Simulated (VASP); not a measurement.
Wanted: the native input for a VASP 6.6.1 run.

```yaml
Task: single point
Functional: PBEsol
Potentials_or_basis: VASP PAW PBE potentials, release 64 (Ti_sv, Al)
Cutoff: 520 eV
k_mesh: 9 × 6 × 6
Occupations: fermi-dirac, width 0.05 eV
Spin: no spin polarisation
Dipole_correction: no
Further_INCAR_settings: ALGO = Normal; EDIFF = 1e-06; NBANDS = 18
```

The structure of TiAl3 lies in POSCAR:

```
TiAl3
1.0
    2.6913059436      0.0000000000      0.0000000000
    0.0000000000      4.5525609545      0.0000000000
    0.0000000000      0.0000000000      4.7838057095
Ti Al
1 3
Direct
    0.0000000000      0.5000000000      0.1626466121
    0.0000000000      0.0000000000      0.8401540240
    0.5000000000      0.0000000000      0.3349918587
    0.5000000000      0.5000000000      0.6622065052
```

One way to write it, as run:

INCAR

```
  ALGO = Normal
  EDIFF = 1E-6
  ENCUT = 520
  GGA = PS
  ISIF = 2
  ISMEAR = -1
  LASPH = True
  LCHARG = False
  LREAL = False
  LWAVE = False
  NBANDS = 18
  NELM = 60
  PREC = Accurate
  SIGMA = 0.05
```

KPOINTS

```
k-points
0
Gamma
  9 6 6
```

Potentials or basis: VASP PAW PBE potentials, release 64 (Ti_sv, Al).

Launch:

```bash
$ cat potpaw_PBE.64/Ti_sv/POTCAR potpaw_PBE.64/Al/POTCAR > POTCAR
$ mpirun -np 1 vasp_std > vasp.out
```

It gave:

```
Pressure : 10.1 GPa
```

Caveat: the PAW data sets were made with another functional, which shifts forces and pressure a little.

Run time: 65 s on 1 thread of Intel(R) Xeon(R) Platinum 8259CL CPU @ 2.50GHz (Skylake/Cascade Lake) (shared host), peak memory 0.22 GiB.
